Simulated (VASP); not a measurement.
A run of VASP 6.6.1 is set up as follows.

Contents of INCAR:

```
SYSTEM = Ti2SiSe2
ALGO     = Normal         ! electronic algorithm
EDIFF    = 1E-7           ! SCF threshold, eV
ENCUT    = 520            ! plane-wave cutoff, eV
GGA      = PE             ! functional
ISIF     = 2              ! what is computed and relaxed
ISMEAR   = 0              ! smearing method
LASPH    = .True.         ! aspherical terms in the spheres
LCHARG   = .False.        ! write CHGCAR
LREAL    = .False.        ! projectors in reciprocal space
LWAVE    = .False.        ! write WAVECAR
NBANDS   = 51             ! bands
NELM     = 100            ! most SCF steps
PREC     = Accurate       ! precision mode
SIGMA    = 0.1            ! smearing width, eV
```

Contents of KPOINTS:

```
k-points
0
Gamma
  4 4 6
  0 0 0
```

File POSCAR:

```
Ti2SiSe2
1.0
    7.3936273533      0.0000000000      0.0000000000
    0.0000000000      7.3936273533      0.0000000000
    0.0000000000      0.0000000000      3.1425100587
Ti Si Se
4 2 4
Direct
    0.8451810985      0.3451810985      0.5000000000
    0.6548189015      0.8451810985      0.5000000000
    0.3451810985      0.1548189015      0.5000000000
    0.1548189015      0.6548189015      0.5000000000
    0.0000000000      0.0000000000      0.0000000000
    0.5000000000      0.5000000000      0.0000000000
    0.1406150453      0.3593849547      0.0000000000
    0.3593849547      0.8593849547      0.0000000000
    0.6406150453      0.1406150453      0.0000000000
    0.8593849547      0.6406150453      0.0000000000
```

Potentials or basis: VASP PAW PBE potentials, release 64 (Ti_sv, Si, Se).

Run with:

```console
$ cat potpaw_PBE.64/Ti_sv/POTCAR potpaw_PBE.64/Si/POTCAR potpaw_PBE.64/Se/POTCAR > POTCAR
$ mpirun -np 1 vasp_std > vasp.out
```

Task: Predict the band gap on the k mesh.

Result: Zero (bands 40 and 41 overlap by 0.64 eV).

Task: Estimate the pressure.

Result: 0.1 GPa.

Task: Predict the largest force.

Result: 0.006 eV/Å.

Forces in eV/Å, atoms in the order of the input:
```
Ti  -0.004 -0.004  0.000
Ti   0.004 -0.004  0.000
Ti  -0.004  0.004  0.000
Ti   0.004  0.004  0.000
Si   0.000  0.000  0.000
Si   0.000  0.000  0.000
Se   0.002 -0.002  0.000
Se  -0.002 -0.002  0.000
Se   0.002  0.002  0.000
Se  -0.002  0.002  0.000
```
